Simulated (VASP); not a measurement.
# P (P1) in VASP: relaxation of cell and atoms with PBE

Aim: the relaxation of cell and atoms of P with PBE.

All numbers are computed with VASP 6.6.1; they aren't measurements. Logs are shortened: lines on timing, memory, paths and dates and some standing lists are left out, and cuts for length are marked.

### 1 The cell of the first run

The typed cell holds 4 atoms: a = 2.422 Å, b = 4.891 Å, c = 4.906 Å, α = 88.67°, β = 89.23°, γ = 91.58°.

### 2 Relaxation of cell and atoms, PBE

The input, INCAR:

```
PREC     = Accurate       # precision mode
ENCUT    = 600            # plane-wave cutoff, eV
EDIFF    = 1E-6           # SCF threshold, eV
ISMEAR   = 0              # smearing method
SIGMA    = 0.2            # smearing width, eV
LREAL    = F              # projectors in reciprocal space
LASPH    = T              # aspherical terms in the spheres
NELM     = 80             # most SCF steps
ALGO     = Normal         # electronic algorithm
ISIF     = 3              # what is computed and relaxed
LWAVE    = F              # write WAVECAR
LCHARG   = F              # write CHGCAR
GGA      = PE             # functional
IBRION   = 2              # ionic algorithm
NSW      = 80             # ionic steps
EDIFFG   = -0.025         # ionic threshold
```

The input, KPOINTS:

```
Automatic mesh
0
Gamma
  8 4 4
```

The input, POSCAR:

```
P
1.0
    2.4217414572     -0.0335688833      0.0166373809
   -0.0671377666      4.8900765208      0.0571221562
    0.0332747619      0.0571221562      4.9050745495
P
4
Direct
   -0.0468957116     -0.0552775727     -0.0006632886
    0.1208805588      0.0208172349      0.4995288900
    0.9552297285      0.4982082190     -0.0226812169
    0.9707854243      0.5362521187      0.5238156155
```

Potentials or basis: VASP PAW PBE potentials, release 64 (P).

The run is started by

```bash
cat potpaw_PBE.64/P/POTCAR > POTCAR
mpirun -np 1 vasp_std > vasp.out
```

OUTCAR:

```text
PREC = Accurate
   ENCUT = 600
   EDIFF = 1E-6
   ISMEAR = 0
   LREAL = F
   LASPH = T
   NELM = 80
   ISIF = 3
   GGA = PE
   IBRION = 2
   NSW = 80
   EDIFFG = -0.025

 ion  position               nearest neighbor table
   1  0.953  0.945  0.999-   3 2.19   2 2.50   2 2.53   3 2.71
   2  0.121  0.021  0.500-   4 2.39   1 2.50   1 2.53   4 2.56
   3  0.955  0.498  0.977-   1 2.19   4 2.23   4 2.69   1 2.71
   4  0.971  0.536  0.524-   3 2.23   2 2.39   2 2.56   3 2.69

  LATTYP: Found a triclinic cell.
 ALAT       =     6.8474795487
 B/A-ratio  =     0.3537113516
 C/A-ratio  =     1.6157385507
 COS(alpha) =     0.0001958629
 COS(beta)  =     0.6427780472
 COS(gamma) =     0.6977588637

  Lattice vectors:

 A1 = (   4.8102081525,  -0.1242599228,  -4.8717997877)
 A2 = (   2.4217414572,  -0.0335688833,   0.0166373809)
 A3 = (   0.0005882428,  -5.0043208332,  -9.8672712552)

Analysis of symmetry for initial positions (statically):
=====================================================================
 Subroutine PRICEL returns:
 Original cell was already a primitive cell.

 Routine SETGRP: Setting up the symmetry group for a
 triclinic supercell.

 Subroutine GETGRP returns: Found  1 space group operations
 (whereof  1 operations were pure point group operations)
 out of a pool of  2 trial point group operations.

The static configuration has the point symmetry C_1 .

Analysis of symmetry for dynamics (positions and initial velocities):
=====================================================================
 Subroutine PRICEL returns:
 Original cell was already a primitive cell.

 Routine SETGRP: Setting up the symmetry group for a
 triclinic supercell.

 Subroutine GETGRP returns: Found  1 space group operations
 (whereof  1 operations were pure point group operations)
 out of a pool of  2 trial point group operations.

The dynamic configuration has the point symmetry C_1 .

 Subroutine INISYM returns: Found  1 space group operations
 (whereof  1 operations are pure point group operations),
 and found     1 'primitive' translations

----------------------------------------------------------------------------------------

                                     Primitive cell

  volume of cell :      58.0666

  direct lattice vectors                    reciprocal lattice vectors
     2.421741457 -0.033568883  0.016637381     0.413024767  0.005704083 -0.002868281
    -0.067137767  4.890076521  0.057122156     0.002852042  0.204562988 -0.002401590
     0.033274762  0.057122156  4.905074550    -0.001434140 -0.002401590  0.203908196

  length of vectors
     2.422031246  4.890870965  4.905520002     0.413074111  0.204596964  0.203927382

  position of ions in fractional coordinates (direct lattice)
     0.953104288  0.944722427  0.999336711
     0.120880559  0.020817235  0.499528890
     0.955229729  0.498208219  0.977318783
     0.970785424  0.536252119  0.523815615

  ion indices of the primitive-cell ions
   primitive index   ion index
                 1           1
                 2           2
                 3           3
                 4           4

----------------------------------------------------------------------------------------

 KPOINTS: Automatic mesh

Automatic generation of k-mesh.
 Grid dimensions read from file:
 generate k-points for:    8    4    4

 Generating k-lattice:

  Cartesian coordinates                     Fractional coordinates (reciprocal lattice)
     0.051628096  0.000713010 -0.000358535     0.125000000 -0.000000000  0.000000000
     0.000713010  0.051140747 -0.000600398     0.000000000  0.250000000 -0.000000000
    -0.000358535 -0.000600398  0.050977049     0.000000000  0.000000000  0.250000000

  Length of vectors
     0.051634264  0.051149241  0.050981845

  Shift w.r.t. Gamma in fractional coordinates (k-lattice)
     0.000000000  0.000000000  0.000000000

 Subroutine IBZKPT returns following result:
 ===========================================

 Found     68 irreducible k-points:

 Following reciprocal coordinates:
            Coordinates               Weight
  0.000000  0.000000  0.000000      1.000000
  0.125000  0.000000 -0.000000      2.000000
  0.250000  0.000000 -0.000000      2.000000
  0.375000  0.000000 -0.000000      2.000000
  0.500000  0.000000 -0.000000      1.000000
  0.000000  0.250000  0.000000      2.000000
[... 16 lines left out ...]
  0.500000 -0.000000  0.250000      2.000000
 -0.375000 -0.000000  0.250000      2.000000
 [... further k-points ...]
   k-points           NKPTS =     68   k-points in BZ     NKDIM =     68   number of bands    NBANDS=     14
   number of dos      NEDOS =    301   number of ions     NIONS =      4
   total plane-waves  NPLWV =  32000
   dimension x,y,z NGX =    20 NGY =   40 NGZ =   40
   dimension x,y,z NGXF=    40 NGYF=   80 NGZF=   80
   ions per type =               4
   NGX,Y,Z   is equivalent  to a cutoff of  13.73, 13.60, 13.56 a.u.
   NGXF,Y,Z  is equivalent  to a cutoff of  27.46, 27.19, 27.11 a.u.
 SYSTEM =  unknown system
   PREC   = accura    normal or accurate (medium, high low for compatibility)
   ISTART =      0    job   : 0-new  1-cont  2-samecut
   ICHARG =      2    charge: 1-file 2-atom 10-const
   ISPIN  =      1    spin polarized calculation?
   LNONCOLLINEAR =      F non collinear calculations
   LSORBIT =      F    spin-orbit coupling
   LASPH  =      T    aspherical Exc in radial PAW
   ENCUT  =  600.0 eV  44.10 Ry    6.64 a.u.   4.84  9.77  9.80*2*pi/ulx,y,z
   NELM   =     80;   NELMIN=  2; NELMDL= -5     # of ELM steps
   EDIFF  = 0.1E-05   stopping-criterion for ELM
   LREAL  =      F    real-space projection
   EDIFFG = -.3E-01   stopping-criterion for IOM
   NSW    =     80    number of steps for IOM
   IBRION =      2    ionic relax: 0-MD 1-quasi-New 2-CG
   NFREE  =      1    steps in history (QN), initial steepest desc. (CG)
   ISIF   =      3    stress and relaxation
   ISYM   =      2    0-nonsym 1-usesym 2-fastsym
   POTIM  = 0.5000    time-step for ionic-motion
   TEBEG  =    0.0;   TEEND  =   0.0 temperature during run
   PSTRESS=    0.0 pullay stress
   NELECT =      20.0000    total number of electrons
   NUPDOWN=      -1.0000    fix difference up-down
   EMIN   =  10.00;   EMAX   =-10.00  energy-range for DOS
   EFERMI =   0.00;   METHOD = LEGACY
   ISMEAR =     0;   SIGMA  =   0.20  broadening in eV -4-tet -1-fermi 0-gaus
   EFERMI_NEDOS =   21; number of points for ismear=-14 and -15
   IALGO  =     38    algorithm
   IMIX   =      4    mixing-type and parameters
     AMIX     =   0.40;   BMIX     =  1.00
     AMIX_MAG =   1.60;   BMIX_MAG =  1.00
  volume/ion in A,a.u.               =      14.52        97.96
  Fermi-wavevector in a.u.,A,eV,Ry     =   1.147562  2.168578 17.917490  1.316898
  Thomas-Fermi vector in A             =   2.284241
   LORBIT       =      0    0 simple, 1 ext, 2 COOP (PROOUT), +10 PAW based schemes
   GGA     = PE    functional components
   LHFCALC =     F    Hartree Fock is set to
   AEXX    =    0.0000 exact exchange contribution
   IVDW    =     0    specifies the selected vdW correction
   LEPSILON=     F    determine dielectric tensor
   LRPA    =     F    only Hartree local field effects (RPA)
 conjugate gradient relaxation of ions
 non-spin polarized calculation
 Gauss-broadening in eV      SIGMA  =   0.20
  energy-cutoff  :      600.00
  volume of cell :       58.07
 maximum number of plane-waves:      1952
   NGX =  9   NGY = 19   NGZ = 19

--------------------------------------- Ionic step        1  -------------------------------------------

 number of electron      20.0000002 magnetization

 Free energy of the ion-electron system (eV)
  ---------------------------------------------------
  ext. energy  EPLUGINS =         0.00000000
  ---------------------------------------------------
  free energy    TOTEN  =       -20.52227518 eV

  energy without entropy =      -20.49484959  energy(sigma->0) =      -20.50856238

------------------------ aborting loop because EDIFF is reached ----------------------------------------

  FORCE on cell =-STRESS in cart. coord.  units (eV):
  Direction    XX          YY          ZZ          XY          YZ          ZX
  --------------------------------------------------------------------------------------
  -------------------------------------------------------------------------------------
  Total        2.7298335      2.5960307      2.0277351     -0.6781292      0.3774391      0.1264009
  in kB       75.3217942     71.6298958     55.9494351    -18.7109984     10.4143310      3.4876648
  external PRESSURE =      67.6337084 kB  Pullay stress =       0.0000000 kB
[... 95 lines left out ...]
  FREE ENERGIE OF THE ION-ELECTRON SYSTEM (eV)
  ---------------------------------------------------
  free  energy   TOTEN  =       -20.7180700633 eV

  energy  without entropy=      -20.6850310283  energy(sigma->0) =      -20.70155055

[... ionic steps 4 to 14 ...]

--------------------------------------- Ionic step       15  -------------------------------------------

 number of electron      20.0000002 magnetization

------------------------ aborting loop because EDIFF is reached ----------------------------------------

  FORCE on cell =-STRESS in cart. coord.  units (eV):
  Direction    XX          YY          ZZ          XY          YZ          ZX
  --------------------------------------------------------------------------------------
  -------------------------------------------------------------------------------------
  Total       -0.1405279     -0.0331745      0.0673817      0.0023383     -0.0020243      0.0601383
  in kB       -3.7751745     -0.8912068      1.8101569      0.0628155     -0.0543823      1.6155676
  external PRESSURE =      -0.9520748 kB  Pullay stress =       0.0000000 kB
[... 61 lines left out ...]
  energy  without entropy=      -20.9886756840  energy(sigma->0) =      -20.99960852

--------------------------------------- Ionic step       17  -------------------------------------------

 number of electron      20.0000002 magnetization

 Free energy of the ion-electron system (eV)
  ---------------------------------------------------
  ext. energy  EPLUGINS =         0.00000000
  ---------------------------------------------------
  free energy    TOTEN  =       -21.01085205 eV

  energy without entropy =      -20.98856251  energy(sigma->0) =      -20.99970728

 E-fermi :   9.4332     XC(G=0): -11.1619

 val. band max:        9.3756706549   @ k =   0.1250   0.5000   0.5000
 cond. band min:       9.4430506498   @ k =   0.1250   0.5000  -0.0000
 fundamental gap:      0.0673799949
 Fermi energy:         9.4331562870

 k-point     1 :       0.0000    0.0000    0.0000
  band No.  band energies     occupation
      1      -7.0857      2.00000
      2      -2.7823      2.00000
      3      -2.7819      2.00000
      4       0.8146      2.00000
      5       0.8367      2.00000
      6       1.9079      2.00000
      7       4.2190      2.00000
      8       4.2321      2.00000
      9      10.4990      0.00000
     10      13.9886      0.00000
     11      14.2791      0.00000
     12      14.2839      0.00000
     13      16.0425      0.00000
     14      16.0823      0.00000
[... 375 lines left out ...]
 k-point    24 :      -0.3750   -0.0000    0.2500
  band No.  band energies     occupation
      1      -3.8432      2.00000
      2      -1.0522      2.00000
      3       0.5437      2.00000
      4       2.8956      2.00000
      5       3.4346      2.00000
      6       3.6129      2.00000
      7       4.8352      2.00000
      8       5.5663      2.00000
      9       6.0552      2.00000
     10       6.4645      2.00000
     11       7.9508      2.00000
     12      10.2694      0.00000
     13      12.2480      0.00000
     14      12.9579      0.00000

 [... further k-points ...]
[... 5 lines left out ...]
  --------------------------------------------------------------------------------------
  -------------------------------------------------------------------------------------
  Total        0.0257397      0.0182356      0.0173733      0.0196361     -0.0113335     -0.0019521
  in kB        0.6926164      0.4906930      0.4674890      0.5283786     -0.3049665     -0.0525281
  external PRESSURE =       0.5502661 kB  Pullay stress =       0.0000000 kB
[... 19 lines left out ...]
  FREE ENERGIE OF THE ION-ELECTRON SYSTEM (eV)
  ---------------------------------------------------
  free  energy   TOTEN  =       -21.0108520462 eV

  energy  without entropy=      -20.9885625126  energy(sigma->0) =      -20.99970728

 reached required accuracy - stopping structural energy minimisation
```

Wall time 7.2 min (1 thread of Intel Xeon 6975P-C, shared host); peak memory 0.2 GiB.

Results:

| Item | Value |
| --- | --- |
| Free energy | -21.0109 eV |
| Relaxed volume | 14.89 Å³/atom |
| Relaxed cell | a = 2.467 Å, b = 4.913 Å, c = 4.913 Å, α = 89.96°, β = 89.99°, γ = 90.04° |
| Space group after relaxing (to 0.05 Å) | P4/mmm (No. 123) |
| Energy gained by relaxing | 122.1 meV/atom |
| Ionic steps | 17 |
| Pressure after relaxing | 0.1 GPa |
| Largest force after relaxing | 0.021 eV/Å |
| Band gap on the k mesh | zero (band 10 reaches 13.99 eV, above the bottom of band 11 at 6.62 eV) |

Forces in eV/Å, atoms in the order of the input:
```
P    0.009 -0.007  0.018
P   -0.003  0.019 -0.002
P   -0.009 -0.009 -0.009
P    0.002 -0.003 -0.007
```

The path:
```tsv
step	energy change (eV)	largest force (eV/Å)	pressure (GPa)	volume (Å³)
1	0.0000	1.5744	6.76	58.07
2	-0.1891	1.0091	-4.70	63.36
3	-0.1958	1.0529	-3.21	62.44
4	-0.3160	0.7764	-2.09	61.32
5	-0.3919	0.3073	0.77	59.60
6	-0.4331	0.3290	0.29	59.70
7	-0.4335	0.3305	0.26	59.71
8	-0.4632	0.2841	-0.49	60.03
9	-0.4733	0.2157	-1.19	60.36
10	-0.4739	0.2326	-1.04	60.29
11	-0.4816	0.1652	1.21	59.12
12	-0.4821	0.1568	0.74	59.36
13	-0.4872	0.0549	-0.05	59.63
14	-0.4873	0.0565	-0.02	59.62
15	-0.4883	0.0366	-0.10	59.64
16	-0.4883	0.0372	-0.09	59.64
17	-0.4886	0.0211	0.06	59.54
```

Final structure:
```
CELL_PARAMETERS angstrom
2.46701 -0.00108 -0.00024
-0.00163 4.91285 0.00132
0.00099 0.00250 4.91266
ATOMIC_POSITIONS crystal
P 0.99933 0.98852 0.98725
P 0.00009 0.98731 0.51179
P 0.00064 0.51224 0.98873
P 0.99995 0.51192 0.51224
```

Levels at points of the mesh, in eV from the Fermi level:
| k point | band 7 | band 8 | band 9 | band 10 | band 11 | band 12 | band 13 | band 14 |
| --- | --- | --- | --- | --- | --- | --- | --- | --- |
| (0.00, 0.00, 0.00) | -5.21 | -5.20 | 1.07 | 4.56 | 4.85 | 4.85 | 6.61 | 6.65 |
| (0.50, 0.00, 0.00) | -5.27 | -5.27 | -2.22 | -2.21 | -2.16 | -1.99 | 1.00 | 1.01 |
| (0.00, 0.50, 0.00) | -3.62 | -2.63 | -0.19 | 1.01 | 5.30 | 5.60 | 5.73 | 6.00 |
| (0.50, 0.50, 0.00) | -4.51 | -4.43 | -3.81 | -3.73 | -0.33 | 0.87 | 2.04 | 2.67 |
| (0.00, 0.00, 0.50) | -3.62 | -2.63 | -0.18 | 1.01 | 5.30 | 5.60 | 5.73 | 6.00 |
| (0.50, 0.00, 0.50) | -4.50 | -4.42 | -3.81 | -3.74 | -0.33 | 0.86 | 2.05 | 2.66 |
| (0.00, 0.50, 0.50) | -2.51 | -1.98 | -1.56 | -1.10 | -1.09 | -0.25 | 6.03 | 6.73 |
| (0.50, 0.50, 0.50) | -6.16 | -5.48 | -0.62 | 0.35 | 0.36 | 1.39 | 2.05 | 3.21 |
